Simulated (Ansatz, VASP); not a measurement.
**LaPb3 in VASP and in Ansatz**

```
CELL_PARAMETERS angstrom
4.90600 -0.02453 -0.02453
-0.02453 4.90600 -0.02453
-0.02453 -0.02453 4.90600
ATOMIC_POSITIONS crystal
La 0.00000 0.00000 0.00000
Pb 0.00000 0.50000 0.50000
Pb 0.50000 0.00000 0.50000
Pb 0.50000 0.50000 0.00000
```

Change from the starting cell: equal xy, yz and zx shear strains of -1 %, crystal datasets.

Alike in both runs: task electric field gradients; functional PBEsol; k mesh 7 × 7 × 7; occupations fermi-dirac, width 0.05 eV; no spin polarisation.

```csv
,VASP,Ansatz
version,VASP 6.6.1,Ansatz 0.2.0
potentials or method,"VASP PAW PBE potentials, release 64 (La, Pb_d), cutoff 520 eV","all-electron PAW with datasets made for the crystal, scalar-relativistic"
```

Ansatz gave:

* pressure (GPa): -0.8
* traceless stress, the component that is largest in VASP (GPa): 0.30
* size of Vzz on the site where it differs most (V/Å²): 346.1

Task: Which values does VASP return?

Result: Pressure (GPa): -0.9; traceless stress, the component that is largest in VASP (GPa): 0.30; size of Vzz on the site where it differs most (V/Å²): 342.4.

VASP's potentials were made for PBE, not for PBEsol. Ansatz ran all-electron here, and VASP with PAW potentials.

Neither program's run includes spin-orbit coupling.
